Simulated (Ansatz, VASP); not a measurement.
**Two plane-wave programs on MnSb4**

Contents of INCAR:

```
  PREC = Accurate
  ENCUT = 520
  EDIFF = 1E-6
  ISMEAR = -1
  SIGMA = 0.05
  LREAL = False
  LASPH = True
  NELM = 150
  ALGO = Normal
  ISIF = 2
  LWAVE = False
  LCHARG = True
  ISPIN = 2
  MAGMOM = 0 0 0 0 4
  LORBIT = 11
  LMAXMIX = 4
  LDAU = True
  LDAUTYPE = 2
  LDAUL = -1 2
  LDAUU = 0 4
  LDAUJ = 0 0
  LDAUPRINT = 1
  LELF = True
  LVHAR = True
  NBANDS = 28
```

Contents of KPOINTS:

```
regular mesh
0
Gamma
  9 9 2
```

The input POSCAR:

```
MnSb4
1.0
    3.0805000000      0.0000000000      0.0000000000
    0.0000000000      3.0805000000      0.0000000000
    0.0000000000      0.0000000000     14.9942030000
Sb Mn
4 1
Direct
    0.0000000000      0.0000000000      0.8196820000
    0.0000000000      0.0000000000      0.6005510000
    0.0000000000      0.0000000000      0.3994490000
    0.0000000000      0.0000000000      0.1803180000
    0.0000000000      0.0000000000      0.0000000000
```

Contents of input.yaml:

```yaml
crystal:
  lattice:
    - [3.0805, 0.0, 0.0]
    - [0.0, 3.0805, 0.0]
    - [0.0, 0.0, 14.994203]
  atoms:
    - { symbol: Sb, position: [0.0, 0.0, 0.819682] }
    - { symbol: Sb, position: [0.0, 0.0, 0.600551] }
    - { symbol: Sb, position: [0.0, 0.0, 0.399449] }
    - { symbol: Sb, position: [0.0, 0.0, 0.180318] }
    - { symbol: Mn, position: [0.0, 0.0, 0.0], spin: 4.0 }
hamiltonian:
  xc: lda
  pseudopotentials: { kind: paw }
  hubbard: { sites: [{ species: Mn, l: d, u_eff: 4.0 }] }
magnetization:
  spin_polarized: true
kpoints:
  mp_grid: { grid: [9, 9, 2] }
scf:
  occupations: { method: fermi_dirac, width: 0.05 }
  n_extra_bands: 12
output:
  forces: true
  stress: true
  eigenvalues: true
  dos: { projected: true, de: 0.05, nscf_kmesh: { grid: [14, 14, 3] } }
```

Alike in both runs: functional LDA; k mesh 9 × 9 × 2; occupations fermi-dirac, width 0.05 eV; collinear spin; Hubbard terms Mn d U = 4.0 eV.

|  | VASP | Ansatz |
| --- | --- | --- |
| version | VASP 6.6.1 | Ansatz 0.2.0 |
| potentials or method | VASP PAW LDA potentials, release 64 (Sb, Mn_pv) | Ansatz PAW |
| plane-wave cutoff (eV) | 520 | 420 |
| valence electrons in the cell | 33 | 75 |
| task | single point | projected density of states |

VASP gave:

- gap on the k mesh at the Fermi level (eV): none
- pressure (GPa): -2.3
- traceless stress, the component that is largest in VASP (GPa): -0.31
- rms of the force components (eV/Å): 0.128
- net moment per atom (μB): 0.91
- size of the moment on the site where the two differ most (μB): 4.34

Task: Estimate Ansatz's values.

Result: gap on the k mesh at the Fermi level (eV): none; pressure (GPa): -2.5; traceless stress, the component that is largest in VASP (GPa): -0.32; rms of the force components (eV/Å): 0.119; net moment per atom (μB): 0.90; size of the moment on the site where the two differ most (μB): 4.24.

LDA's correlation is that of Perdew and Zunger in VASP and of Perdew and Wang (1992) in Ansatz. Site moments also hang on the region over which each program counts them. The programs project onto different local orbitals, so the same U acts differently, and such runs can settle in different states. Atom by atom the forces differ by 0.013 eV/Å (rms over components). A gap of «none» marks a metal or a gap that the smearing closes. VASP's potentials hold 33 valence electrons a cell and Ansatz's 75, so a difference there can come from the potentials and not from the codes.

Spin-orbit coupling is off throughout. Noted on Ansatz's run: the magnetic or orbital state may not be the lowest.
